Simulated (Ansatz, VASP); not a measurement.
## CdSe in VASP and in Ansatz

```xyz
4
Lattice="4.3833 0.0000 0.0000 -2.1917 3.7961 0.0000 0.0000 0.0000 7.1475" Properties=species:S:1:pos:R:3 pbc="T T T"
Cd    0.0000    2.5307    0.0034
Cd    2.1917    1.2654    3.5772
Se    0.0000    2.5307    2.6897
Se    2.1917    1.2654    6.2634
```

Change from the starting cell: volume scaled by 1.06, ions relaxed.

Alike in both runs: functional PBE; k mesh 12 × 12 × 6; occupations fermi-dirac, width 0.02 eV; no spin polarisation.

Ansatz relaxed the structure, and its values are those at the end. VASP's run is a single point on that final structure, the one shown.

```csv
,VASP,Ansatz
version,VASP 6.6.1,Ansatz 0.2.0
potentials or method,"VASP PAW PBE potentials, release 64 (Cd, Se)","plane-wave PAW, scalar-relativistic"
plane-wave cutoff (eV),520,420
valence electrons in the cell,36,72
```

|  | VASP | Ansatz | Ansatz less VASP |
| --- | --- | --- | --- |
| pressure (GPa) | 0.3 | 0.0 | -0.25 |

The functional is the same, so the differences come from potentials, cutoffs and numerics. VASP's potentials hold 36 valence electrons a cell and Ansatz's 72, so a difference there can come from the potentials and not from the codes. Ansatz's warnings: stress scf threshold loose.
